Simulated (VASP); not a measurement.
Here is a VASP 6.6.1 calculation.

File INCAR:

```
SYSTEM = Sn3GeO
  PREC = Accurate
  ENCUT = 520
  EDIFF = 1E-6
  ISMEAR = 0
  SIGMA = 0.1
  LREAL = .False.
  LASPH = .True.
  NELM = 100
  ALGO = Normal
  ISIF = 2
  LWAVE = .False.
  LCHARG = .False.
  GGA = PE
  NBANDS = 39
```

The input KPOINTS:

```
Automatic mesh
0
Gamma
  4 4 4
  0 0 0
```

The input POSCAR:

```
Sn3GeO
1.0
    4.8648364072      0.0000000000      0.0000000000
    0.0000000000      4.8648364072      0.0000000000
    0.0000000000      0.0000000000      4.8648364072
Sn Ge O
3 1 1
Direct
    0.5000000000      0.0000000000      0.0000000000
    0.0000000000      0.5000000000      0.0000000000
    0.0000000000      0.0000000000      0.5000000000
    0.5000000000      0.5000000000      0.5000000000
    0.0000000000      0.0000000000      0.0000000000
```

Potentials or basis: VASP PAW PBE potentials, release 64 (Sn_d, Ge_d, O).

The run is started by

```sh
$ cat potpaw_PBE.64/Sn_d/POTCAR potpaw_PBE.64/Ge_d/POTCAR potpaw_PBE.64/O/POTCAR > POTCAR
$ mpirun -np 1 vasp_std > vasp.out
```

Q: Estimate the pressure.

A: -0.3 GPa.

Q: What does it give for the band gap on the k mesh?

A: Zero (band 31 reaches 6.94 eV, above the bottom of band 32 at 6.31 eV).

Caveat: spin-orbit coupling is left out, which moves the levels of the heavy elements.
